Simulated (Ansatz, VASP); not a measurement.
# SrCl2: VASP beside Ansatz

The input POSCAR:

```
SrCl2
1.0
    0.0000000000      3.4977180853      3.4977180853
    3.4977180853      0.0000000000      3.4977180853
    3.4977180853      3.4977180853      0.0000000000
Sr Cl
1 2
Direct
    0.0000000000      0.0000000000      0.0000000000
    0.2500000000      0.2500000000      0.2500000000
    0.7500000000      0.7500000000      0.7500000000
```

Contents of INCAR.step1:

```
SYSTEM = SrCl2
ALGO     = Normal         ! electronic algorithm
EDIFF    = 1E-4           ! SCF threshold, eV
ENCUT    = 520            ! plane-wave cutoff, eV
GGA      = PE             ! functional
ISMEAR   = 0              ! smearing method
LASPH    = .True.         ! aspherical terms in the spheres
LCHARG   = .False.        ! write CHGCAR
LREAL    = .False.        ! projectors in reciprocal space
LWAVE    = .True.         ! write WAVECAR
NBANDS   = 19             ! bands
NELM     = 60             ! most SCF steps
PREC     = Accurate       ! precision mode
SIGMA    = 0.01           ! smearing width, eV
```

INCAR.step2

```
SYSTEM = SrCl2
ALGO     = Normal         ! electronic algorithm
BPARAM   = 11.95        
CPARAM   = 0.0093       
EDIFF    = 1E-6           ! SCF threshold, eV
ENCUT    = 520            ! plane-wave cutoff, eV
ISIF     = 2              ! what is computed and relaxed
ISMEAR   = 0              ! smearing method
ISTART   = 1            
IVDW_NL  = 2            
LASPH    = .True.         ! aspherical terms in the spheres
LCHARG   = .False.        ! write CHGCAR
LMIXTAU  = .True.       
LREAL    = .False.        ! projectors in reciprocal space
LUSE_VDW = .True.       
LWAVE    = .False.        ! write WAVECAR
METAGGA  = R2SCAN         ! meta-GGA
NBANDS   = 19             ! bands
NELM     = 60             ! most SCF steps
PREC     = Accurate       ! precision mode
SIGMA    = 0.01           ! smearing width, eV
```

KPOINTS

```
k-points
0
Gamma
  4 4 4
  0 0 0
```

Input for Ansatz:

```yaml
crystal:
  lattice:
    - [0.0, 3.4977180853, 3.4977180853]
    - [3.4977180853, 0.0, 3.4977180853]
    - [3.4977180853, 3.4977180853, 0.0]
  atoms:
    - { symbol: Sr, position: [0.0, 0.0, 0.0] }
    - { symbol: Cl, position: [0.25, 0.25, 0.25] }
    - { symbol: Cl, position: [0.75, 0.75, 0.75] }
kpoints:
  mp_grid: { grid: [4, 4, 4] }
hamiltonian:
  xc: r2scan
  dispersion: rvv10
scf:
  occupations: { method: fixed }
  n_extra_bands: 4
output:
  forces: true
  stress: true
  eigenvalues: true
```

Alike in both runs: task single point; functional r2SCAN; dispersion rVV10; k mesh 4 × 4 × 4; no spin polarisation.

|  | VASP | Ansatz |
| --- | --- | --- |
| version | VASP 6.6.1 | Ansatz 0.2.0 |
| potentials or method | VASP PAW PBE potentials, release 64 (Sr_sv, Cl) | plane waves |
| plane-wave cutoff (eV) | 520 | 500 |
| occupations | gaussian, width 0.01 eV | fixed |
| valence electrons in the cell | 24 | 24 |

```tsv
	VASP	Ansatz	Ansatz less VASP
gap on the k mesh at the Fermi level (eV)	5.79	5.79	+0.002
pressure (GPa)	-0.6	-0.7	-0.11
```

VASP's potentials were made for PBE, not for r2SCAN.
